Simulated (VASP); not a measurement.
Crystal: TePb.

```
CELL_PARAMETERS angstrom
0.00000 3.25545 3.25545
3.25545 0.00000 3.25545
3.25545 3.25545 0.00000
ATOMIC_POSITIONS crystal
Pb 0.00000 0.00000 0.00000
Te 0.25000 0.25000 0.25000
```

| Item | Value |
| --- | --- |
| Program | VASP 6.6.1 |
| Task | relaxation of cell and atoms |
| Functional | PBE |
| Potentials or basis | VASP PAW PBE potentials, release 64 (Pb_d, Te) |
| Cutoff | 600 eV |
| k mesh | 6 × 6 × 6 |
| Occupations | fermi-dirac, width 0.02 eV |
| Spin | no spin polarisation |

At the start: pressure 18.2 GPa; volume 34.50 Å³/atom.

How do energy, volume and symmetry change on relaxing?

Over 5 steps the energy falls by 623.0 meV/atom and the volume is 49.31 Å³/atom (+42.9 %); space group F-43m (No. 216, to 0.05 Å).

Step by step:
| step | energy change (eV) | largest force (eV/Å) | pressure (GPa) | volume (Å³) |
| --- | --- | --- | --- | --- |
| 1 | 0.0000 | 0.0000 | 18.20 | 69.00 |
| 2 | -1.0706 | 0.0000 | -2.80 | 116.02 |
| 3 | -1.2457 | 0.0000 | 0.18 | 97.92 |
| 4 | -1.2460 | 0.0000 | -0.04 | 98.79 |
| 5 | -1.2460 | 0.0000 | 0.00 | 98.63 |

Final structure:
```
Pb Te
1.0
     0.00000    3.66711    3.66711
     3.66711    0.00000    3.66711
     3.66711    3.66711    0.00000
Pb Te
1 1
Direct
  0.00000 0.00000 0.00000
  0.25000 0.25000 0.25000
```

Caveat: the volume moved by over 15 % at a fixed basis, so the end points are rough.
